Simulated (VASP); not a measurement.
# Ti3Al5 (P4/mmm) in VASP: further runs

Runs on Ti3Al5. Level: r2SCAN. Tasks: single point.

All numbers are computed with VASP 6.6.1; they aren't measurements. Logs are shortened: lines on timing, memory, paths and dates and some standing lists are left out, and cuts for length are marked.

**1. The cell of the first run**

It takes space group P4/mmm (No. 123, tetragonal). Conventional cell: a = 3.996 Å, b = 3.996 Å, c = 8.741 Å, α = 90.00°, β = 90.00°, γ = 90.00°. Within 3.7 Å of Ti (site symmetry 4/mmm) lie 4 Ti at 2.83 Å and 8 Al at 2.95 Å. Ti (site symmetry 4/mmm) has 12 Al at 2.83 to 2.97 Å within 3.7 Å. Ti (site symmetry 4/mmm) has 4 Ti at 2.83 Å and 8 Al at 2.95 Å within 3.7 Å. Al (site symmetry 2mm) has 6 Al at 2.83 to 2.97 Å and 6 Ti at 2.95 to 2.97 Å within 3.7 Å. Within 3.7 Å of Al (site symmetry 4/mmm) lie 4 Ti at 2.83 Å and 8 Al at 2.97 Å.

**2. Single point, r2SCAN (strain +0.025 along x and y, +0.050 along z)**

The input, POSCAR:

```
Ti3Al5
1.0
    3.9957440286      0.0000000000      0.0000000000
    0.0000000000      3.9957440286      0.0000000000
    0.0000000000      0.0000000000      8.7411785407
Ti Al
3 5
Direct
    0.0000000000      0.0000000000      0.5000000000
    0.5000000000      0.5000000000      0.0000000000
    0.5000000000      0.5000000000      0.5000000000
    0.0000000000      0.5000000000      0.2513308222
    0.0000000000      0.5000000000      0.7486691778
    0.5000000000      0.0000000000      0.2513308222
    0.5000000000      0.0000000000      0.7486691778
    0.0000000000      0.0000000000      0.0000000000
```

The input, INCAR.step1:

```
SYSTEM = Ti3Al5
  PREC = Accurate
  ENCUT = 520
  ISMEAR = 0
  SIGMA = 0.15
  LREAL = .FALSE.
  LASPH = .TRUE.
  NELM = 100
  NBANDS = 36
  GGA = PE
  ALGO = Normal
  EDIFF = 1E-4
  LWAVE = .TRUE.
  LCHARG = .FALSE.
```

The input, INCAR.step2:

```
SYSTEM = Ti3Al5
  PREC = Accurate
  ENCUT = 520
  EDIFF = 1E-7
  ISMEAR = 0
  SIGMA = 0.15
  LREAL = .FALSE.
  LASPH = .TRUE.
  NELM = 100
  ALGO = Normal
  ISIF = 2
  LWAVE = .FALSE.
  LCHARG = .TRUE.
  METAGGA = R2SCAN
  LMIXTAU = .TRUE.
  LELF = .TRUE.
  LVHAR = .TRUE.
  NBANDS = 36
  ISTART = 1
```

The input, KPOINTS:

```
regular mesh
0
G
  10 10 6
  0 0 0
```

Potentials or basis: VASP PAW PBE potentials, release 64 (Ti_sv, Al).

Launch:

```sh
$ cat potpaw_PBE.64/Ti_sv/POTCAR potpaw_PBE.64/Al/POTCAR > POTCAR
$ cp INCAR.step1 INCAR
$ mpirun -np 1 vasp_std > vasp.out
$ cp INCAR.step2 INCAR
$ mpirun -np 1 vasp_std > vasp.out
```

OUTCAR:

```text
SYSTEM = Ti3Al5
   PREC = Accurate
   ENCUT = 520
   EDIFF = 1E-7
   ISMEAR = 0
   LREAL = .FALSE.
   LASPH = .TRUE.
   NELM = 100
   ISIF = 2
   METAGGA = R2SCAN
   ISTART = 1

 ion  position               nearest neighbor table
   1  0.000  0.000  0.500-   3 2.83   3 2.83   3 2.83   3 2.83   7 2.95   4 2.95   4 2.95   5 2.95
                             5 2.95   6 2.95   7 2.95   6 2.95
   2  0.500  0.500  0.000-   8 2.83   8 2.83   8 2.83   8 2.83   4 2.97   6 2.97   7 2.97   5 2.97
                             4 2.97   5 2.97   6 2.97   7 2.97
   3  0.500  0.500  0.500-   1 2.83   1 2.83   1 2.83   1 2.83   7 2.95   4 2.95   6 2.95   7 2.95
                             5 2.95   4 2.95   5 2.95   6 2.95
   4  0.000  0.500  0.251-   6 2.83   6 2.83   6 2.83   6 2.83   3 2.95   3 2.95   1 2.95   1 2.95
                             2 2.97   2 2.97   8 2.97   8 2.97
   5  0.000  0.500  0.749-   7 2.83   7 2.83   7 2.83   7 2.83   3 2.95   3 2.95   1 2.95   1 2.95
                             2 2.97   2 2.97   8 2.97   8 2.97
   6  0.500  0.000  0.251-   4 2.83   4 2.83   4 2.83   4 2.83   3 2.95   1 2.95   1 2.95   3 2.95
                             2 2.97   2 2.97   8 2.97   8 2.97
   7  0.500  0.000  0.749-   5 2.83   5 2.83   5 2.83   5 2.83   3 2.95   1 2.95   1 2.95   3 2.95
                             2 2.97   2 2.97   8 2.97   8 2.97
   8  0.000  0.000  0.000-   2 2.83   2 2.83   2 2.83   2 2.83   7 2.97   4 2.97   4 2.97   5 2.97
                             5 2.97   6 2.97   7 2.97   6 2.97

  LATTYP: Found a simple tetragonal cell.
 ALAT       =     3.9957440286
 C/A-ratio  =     2.1876222496

  Lattice vectors:

 A1 = (   3.9957440286,   0.0000000000,   0.0000000000)
 A2 = (   0.0000000000,   3.9957440286,   0.0000000000)
 A3 = (   0.0000000000,   0.0000000000,   8.7411785407)

Analysis of symmetry for initial positions (statically):
=====================================================================
 Subroutine PRICEL returns:
 Original cell was already a primitive cell.

 Routine SETGRP: Setting up the symmetry group for a
 simple tetragonal supercell.

 Subroutine GETGRP returns: Found 16 space group operations
 (whereof 16 operations were pure point group operations)
 out of a pool of 16 trial point group operations.

The static configuration has the point symmetry D_4h.

Analysis of symmetry for dynamics (positions and initial velocities):
=====================================================================
 Subroutine PRICEL returns:
 Original cell was already a primitive cell.

 Routine SETGRP: Setting up the symmetry group for a
 simple tetragonal supercell.

 Subroutine GETGRP returns: Found 16 space group operations
 (whereof 16 operations were pure point group operations)
 out of a pool of 16 trial point group operations.

The dynamic configuration has the point symmetry D_4h.

 Subroutine INISYM returns: Found 16 space group operations
 (whereof 16 operations are pure point group operations),
 and found     1 'primitive' translations

----------------------------------------------------------------------------------------

                                     Primitive cell

  volume of cell :     139.5614

  direct lattice vectors                    reciprocal lattice vectors
     3.995744029  0.000000000  0.000000000     0.250266282  0.000000000  0.000000000
     0.000000000  3.995744029  0.000000000     0.000000000  0.250266282  0.000000000
     0.000000000  0.000000000  8.741178541     0.000000000  0.000000000  0.114401050

  length of vectors
     3.995744029  3.995744029  8.741178541     0.250266282  0.250266282  0.114401050

  position of ions in fractional coordinates (direct lattice)
     0.000000000  0.000000000  0.500000000
     0.500000000  0.500000000  0.000000000
     0.500000000  0.500000000  0.500000000
     0.000000000  0.500000000  0.251330822
     0.000000000  0.500000000  0.748669178
     0.500000000  0.000000000  0.251330822
     0.500000000  0.000000000  0.748669178
     0.000000000  0.000000000  0.000000000

  ion indices of the primitive-cell ions
   primitive index   ion index
                 1           1
                 2           2
                 3           3
                 4           4
                 5           5
                 6           6
                 7           7
                 8           8

----------------------------------------------------------------------------------------

 KPOINTS: regular mesh

Automatic generation of k-mesh.
 Grid dimensions read from file:
 generate k-points for:   10   10    6

 Generating k-lattice:

  Cartesian coordinates                     Fractional coordinates (reciprocal lattice)
     0.025026628  0.000000000  0.000000000     0.100000000  0.000000000  0.000000000
     0.000000000  0.025026628  0.000000000     0.000000000  0.100000000  0.000000000
     0.000000000  0.000000000  0.019066842     0.000000000  0.000000000  0.166666667

  Length of vectors
     0.025026628  0.025026628  0.019066842

  Shift w.r.t. Gamma in fractional coordinates (k-lattice)
     0.000000000  0.000000000  0.000000000

 Subroutine IBZKPT returns following result:
 ===========================================

 Found     84 irreducible k-points:

 Following reciprocal coordinates:
            Coordinates               Weight
  0.000000  0.000000  0.000000      1.000000
  0.100000  0.000000  0.000000      4.000000
  0.200000  0.000000  0.000000      4.000000
  0.300000  0.000000  0.000000      4.000000
  0.400000  0.000000  0.000000      4.000000
  0.500000  0.000000  0.000000      2.000000
[... 16 lines left out ...]
  0.100000  0.000000  0.166667      8.000000
  0.200000  0.000000  0.166667      8.000000
 [... further k-points ...]
   k-points           NKPTS =     84   k-points in BZ     NKDIM =     84   number of bands    NBANDS=     36
   number of dos      NEDOS =    301   number of ions     NIONS =      8
   total plane-waves  NPLWV =  63000
   dimension x,y,z NGX =    30 NGY =   30 NGZ =   70
   dimension x,y,z NGXF=    60 NGYF=   60 NGZF=  140
   ions per type =               3   5
   NGX,Y,Z   is equivalent  to a cutoff of  12.48, 12.48, 13.31 a.u.
   NGXF,Y,Z  is equivalent  to a cutoff of  24.96, 24.96, 26.63 a.u.
 SYSTEM =  Ti3Al5
   PREC   = accura    normal or accurate (medium, high low for compatibility)
   ISTART =      1    job   : 0-new  1-cont  2-samecut
   ICHARG =      0    charge: 1-file 2-atom 10-const
   ISPIN  =      1    spin polarized calculation?
   LNONCOLLINEAR =      F non collinear calculations
   LSORBIT =      F    spin-orbit coupling
   LASPH  =      T    aspherical Exc in radial PAW
   ENCUT  =  520.0 eV  38.22 Ry    6.18 a.u.   7.43  7.43 16.25*2*pi/ulx,y,z
   NELM   =    100;   NELMIN=  2; NELMDL=  0     # of ELM steps
   EDIFF  = 0.1E-06   stopping-criterion for ELM
   LREAL  =      F    real-space projection
   EDIFFG = 0.1E-05   stopping-criterion for IOM
   NSW    =      0    number of steps for IOM
   IBRION =     -1    ionic relax: 0-MD 1-quasi-New 2-CG
   NFREE  =      0    steps in history (QN), initial steepest desc. (CG)
   ISIF   =      2    stress and relaxation
   ISYM   =      2    0-nonsym 1-usesym 2-fastsym
   POTIM  = 0.5000    time-step for ionic-motion
   TEBEG  =    0.0;   TEEND  =   0.0 temperature during run
   PSTRESS=    0.0 pullay stress
   NELECT =      51.0000    total number of electrons
   NUPDOWN=      -1.0000    fix difference up-down
   EMIN   =  10.00;   EMAX   =-10.00  energy-range for DOS
   EFERMI =   0.00;   METHOD = LEGACY
   ISMEAR =     0;   SIGMA  =   0.15  broadening in eV -4-tet -1-fermi 0-gaus
   EFERMI_NEDOS =   21; number of points for ismear=-14 and -15
   IALGO  =     38    algorithm
   IMIX   =      4    mixing-type and parameters
     AMIX     =   0.40;   BMIX     =  1.00
     AMIX_MAG =   1.60;   BMIX_MAG =  1.00
  volume/ion in A,a.u.               =      17.45       117.73
  Fermi-wavevector in a.u.,A,eV,Ry     =   1.170424  2.211780 18.638508  1.369892
  Thomas-Fermi vector in A             =   2.306882
   LORBIT       =      0    0 simple, 1 ext, 2 COOP (PROOUT), +10 PAW based schemes
   METAGGA = R2SCAN    functional components
   LHFCALC =     F    Hartree Fock is set to
   AEXX    =    0.0000 exact exchange contribution
   IVDW    =     0    specifies the selected vdW correction
   LEPSILON=     F    determine dielectric tensor
   LRPA    =     F    only Hartree local field effects (RPA)
 non-spin polarized calculation
 Gauss-broadening in eV      SIGMA  =   0.15
  energy-cutoff  :      520.00
  volume of cell :      139.56
 maximum number of plane-waves:      3801
 NGX is ok and might be reduce to    30
   NGX = 15   NGY = 15   NGZ = 33

 number of electron      50.9999980 magnetization

 Free energy of the ion-electron system (eV)
  ---------------------------------------------------
  ext. energy  EPLUGINS =         0.00000000
  ---------------------------------------------------
  free energy    TOTEN  =       -75.63758577 eV

  energy without entropy =      -75.58403034  energy(sigma->0) =      -75.61080806

 E-fermi :   7.5467     XC(G=0): -11.3066

 val. band max:        7.5388430351   @ k =   0.3000   0.1000   0.5000
 cond. band min:       7.5623171209   @ k =   0.1000   0.1000   0.5000
 fundamental gap:      0.0234740858
 Fermi energy:         7.5467402364

 k-point     1 :       0.0000    0.0000    0.0000
  band No.  band energies     occupation
      1     -51.8030      2.00000
      2     -51.6017      2.00000
      3     -51.3138      2.00000
      4     -27.0385      2.00000
      5     -27.0211      2.00000
      6     -27.0211      2.00000
[... 28 lines left out ...]
     35      10.0975      0.00000
     36      11.1824      0.00000

 k-point     2 :       0.1000    0.0000    0.0000
  band No.  band energies     occupation
      1     -51.8029      2.00000
      2     -51.6005      2.00000
      3     -51.3149      2.00000
      4     -27.0383      2.00000
      5     -27.0227      2.00000
      6     -27.0210      2.00000
[... 28 lines left out ...]
     35      10.1677      0.00000
     36      11.0884      0.00000

 k-point     3 :       0.2000    0.0000    0.0000
  band No.  band energies     occupation
      1     -51.8028      2.00000
      2     -51.5973      2.00000
      3     -51.3179      2.00000
      4     -27.0379      2.00000
      5     -27.0268      2.00000
      6     -27.0206      2.00000
[... 28 lines left out ...]
     35      10.4908      0.00000
     36      10.8054      0.00000

 k-point     4 :       0.3000    0.0000    0.0000
  band No.  band energies     occupation
      1     -51.8025      2.00000
      2     -51.5932      2.00000
      3     -51.3217      2.00000
      4     -27.0373      2.00000
      5     -27.0319      2.00000
      6     -27.0203      2.00000
[... 28 lines left out ...]
     35      10.3621      0.00000
     36      11.2271      0.00000

 k-point     5 :       0.4000    0.0000    0.0000
  band No.  band energies     occupation
      1     -51.8024      2.00000
      2     -51.5899      2.00000
      3     -51.3249      2.00000
      4     -27.0369      2.00000
      5     -27.0360      2.00000
      6     -27.0199      2.00000
[... 655 lines left out ...]
 k-point    22 :       0.0000    0.0000    0.1667
  band No.  band energies     occupation
      1     -51.8030      2.00000
      2     -51.6017      2.00000
      3     -51.3138      2.00000
      4     -27.0384      2.00000
      5     -27.0211      2.00000
      6     -27.0211      2.00000
[... 28 lines left out ...]
     35       9.8965      0.00000
     36      11.1820      0.00000

 k-point    23 :       0.1000    0.0000    0.1667
  band No.  band energies     occupation
      1     -51.8029      2.00000
      2     -51.6005      2.00000
      3     -51.3149      2.00000
      4     -27.0382      2.00000
      5     -27.0227      2.00000
      6     -27.0210      2.00000
[... 28 lines left out ...]
     35       9.9730      0.00000
     36      11.0882      0.00000

 k-point    24 :       0.2000    0.0000    0.1667
  band No.  band energies     occupation
      1     -51.8028      2.00000
      2     -51.5973      2.00000
      3     -51.3179      2.00000
      4     -27.0378      2.00000
      5     -27.0268      2.00000
      6     -27.0206      2.00000
[... 28 lines left out ...]
     35      10.5101      0.00000
     36      10.8081      0.00000

 [... further k-points ...]

------------------------ aborting loop because EDIFF is reached ----------------------------------------

  FORCE on cell =-STRESS in cart. coord.  units (eV):
  Direction    XX          YY          ZZ          XY          YZ          ZX
  --------------------------------------------------------------------------------------
  -------------------------------------------------------------------------------------
  Total       -7.3470995     -7.3470995    -10.0863476      0.0000000     -0.0000000      0.0000000
  in kB      -84.3453599    -84.3453599   -115.7921735      0.0000000     -0.0000000      0.0000000
  external PRESSURE =     -94.8276311 kB  Pullay stress =       0.0000000 kB

 VOLUME and BASIS-vectors are now :
 -----------------------------------------------------------------------------
  energy-cutoff  :      520.00
  volume of cell :      139.56
      direct lattice vectors                 reciprocal lattice vectors
     3.995744029  0.000000000  0.000000000     0.250266282  0.000000000  0.000000000
     0.000000000  3.995744029  0.000000000     0.000000000  0.250266282  0.000000000
     0.000000000  0.000000000  8.741178541     0.000000000  0.000000000  0.114401050

 POSITION                                       TOTAL-FORCE (eV/Angst)
 -----------------------------------------------------------------------------------
      0.00000      0.00000      4.37059         0.000000      0.000000      0.000000
      1.99787      1.99787      0.00000         0.000000      0.000000      0.000000
      1.99787      1.99787      4.37059         0.000000      0.000000      0.000000
      0.00000      1.99787      2.19693         0.000000      0.000000      0.086650
      0.00000      1.99787      6.54425        -0.000000      0.000000     -0.086650
      1.99787      0.00000      2.19693        -0.000000     -0.000000      0.086650
      1.99787      0.00000      6.54425         0.000000     -0.000000     -0.086650
      0.00000      0.00000      0.00000         0.000000      0.000000      0.000000
 -----------------------------------------------------------------------------------
    total drift:                                0.000000      0.000000      0.000000

  FREE ENERGIE OF THE ION-ELECTRON SYSTEM (eV)
  ---------------------------------------------------
  free  energy   TOTEN  =       -75.6375857683 eV

  energy  without entropy=      -75.5840303429  energy(sigma->0) =      -75.61080806
```

Wall time 40 min (1 thread of Intel Xeon Platinum 8259CL at 2.50GHz (Skylake/Cascade Lake), shared host); peak memory 0.47 GiB.

What came out:

- Free energy: -75.6376 eV
- Pressure: -9.5 GPa
- Largest force: 0.087 eV/Å
- Band gap on the k mesh: zero (an odd number of electrons rules out a gap without spin polarisation)

Forces on the atoms (eV/Å):
```
Ti   0.000  0.000  0.000
Ti   0.000  0.000  0.000
Ti   0.000  0.000  0.000
Al   0.000  0.000  0.087
Al   0.000  0.000 -0.087
Al   0.000  0.000  0.087
Al   0.000  0.000 -0.087
Al   0.000  0.000  0.000
```

Caveat: the cell differs from its parent crystal (strain +0.025 along x and y, +0.050 along z); the cell stands under tension; the PAW data sets were made with another functional, which shifts forces and pressure a little.

**3. Single point, r2SCAN (strain +0.050 along x and y, +0.000 along z)**

POSCAR: that of step 2 with these lines changed.

```diff
@@ -2,5 +2,5 @@
 1.0
-    3.9957440286      0.0000000000      0.0000000000
-    0.0000000000      3.9957440286      0.0000000000
-    0.0000000000      0.0000000000      8.7411785407
+    4.0932012001      0.0000000000      0.0000000000
+    0.0000000000      4.0932012001      0.0000000000
+    0.0000000000      0.0000000000      8.3249319435
 Ti Al
```

The input, INCAR.step1:

```
PREC = Accurate
ENCUT = 520
ISMEAR = 0
SIGMA = 0.15
LREAL = F
LASPH = T
NELM = 80
NBANDS = 36
GGA = PE
ALGO = Normal
EDIFF = 1E-4
LWAVE = T
LCHARG = F
```

The input, INCAR.step2:

```
PREC = Accurate
ENCUT = 520
EDIFF = 1E-6
ISMEAR = 0
SIGMA = 0.15
LREAL = F
LASPH = T
NELM = 80
ALGO = Normal
ISIF = 2
LWAVE = F
LCHARG = F
METAGGA = R2SCAN
LMIXTAU = T
NBANDS = 36
ISTART = 1
```

The input, KPOINTS:

```
regular mesh
0
Gamma
  10 10 6
```

Potentials or basis: VASP PAW PBE potentials, release 64 (Ti_sv, Al).

Launch:

```sh
$ cat potpaw_PBE.64/Ti_sv/POTCAR potpaw_PBE.64/Al/POTCAR > POTCAR
$ cp INCAR.step1 INCAR
$ mpirun -np 1 vasp_std > vasp.out
$ cp INCAR.step2 INCAR
$ mpirun -np 1 vasp_std > vasp.out
```

It took 45 min on 1 thread of Intel Xeon 8259CL, shared host; peak memory 0.47 GiB.

Results (log left out):

| Item | Value |
| --- | --- |
| Free energy | -75.5927 eV |
| Pressure | -9.4 GPa |
| Largest force | 0.123 eV/Å |
| Band gap on the k mesh | zero (an odd number of electrons rules out a gap without spin polarisation) |

Forces in eV/Å, atoms in the order of the input:
```
Ti   0.000  0.000  0.000
Ti   0.000  0.000  0.000
Ti   0.000  0.000  0.000
Al   0.000  0.000  0.123
Al   0.000  0.000 -0.123
Al   0.000  0.000  0.123
Al   0.000  0.000 -0.123
Al   0.000  0.000  0.000
```

Stress tensor (GPa, compression positive):
```
-11.07   0.00   0.00
  0.00 -11.07   0.00
  0.00   0.00  -6.13
```

Levels at points of the mesh, in eV from the Fermi level:
```csv
k point,band 22,band 23,band 24,band 25,band 26,band 27,band 28,band 29,band 30,band 31
"(0.00, 0.00, 0.00)",-1.37,-1.37,-0.79,-0.17,0.21,0.21,0.55,1.27,1.55,1.99
"(0.50, 0.00, 0.00)",-0.72,-0.37,-0.29,-0.07,-0.04,0.19,0.77,1.18,1.26,1.41
"(0.50, 0.50, 0.00)",-2.32,-2.32,-1.27,-1.27,-0.89,-0.06,0.97,1.47,1.55,1.86
"(0.00, 0.00, 0.50)",-1.38,-0.79,-0.14,0.05,0.40,0.45,0.45,0.54,1.61,1.61
"(0.50, 0.00, 0.50)",-0.56,-0.24,-0.09,-0.07,0.01,0.36,0.62,0.72,1.39,1.49
"(0.50, 0.50, 0.50)",-2.40,-1.21,-1.21,-0.95,-0.82,-0.49,1.26,1.48,1.55,1.86
```

Caveat: the cell differs from its parent crystal (strain +0.050 along x and y, +0.000 along z); the cell stands under tension; the PAW data sets were made with another functional, which shifts forces and pressure a little.

[end of part 1 of 2]
